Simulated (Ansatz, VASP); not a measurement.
BPd4 in VASP and in Ansatz

```
B Pd
1.0
    -2.65164    2.65164    2.65164
     2.65164   -2.65164    2.65164
     2.65164    2.65164   -2.65164
B Pd
1 4
Direct
  0.00000 0.00000 0.00000
  0.50000 0.50000 0.50000
  0.00000 0.00000 0.50000
  0.00000 0.50000 0.00000
  0.50000 0.00000 0.00000
```

Alike in both runs: functional PBE; k mesh 10 × 10 × 10; occupations gaussian, width 0.1 eV; no spin polarisation.

Ansatz relaxed the structure, and its values are those at the end. VASP's run is a single point on that final structure, the one shown.

```csv
,VASP,Ansatz
version,VASP 6.6.1,Ansatz 0.2.0
potentials or method,"VASP PAW PBE potentials, release 64 (B, Pd), cutoff 520 eV","scalar-relativistic, plane waves, PAW"
valence electrons in the cell,43,75
```

```csv
,VASP,Ansatz,Ansatz less VASP
gap on the k mesh at the Fermi level (eV),none,none,-
pressure (GPa),-0.2,0.0,+0.23
```

A gap of «none» marks a metal or a gap that the smearing closes. VASP's potentials hold 43 valence electrons a cell and Ansatz's 75, so a difference there can come from the potentials and not from the codes.
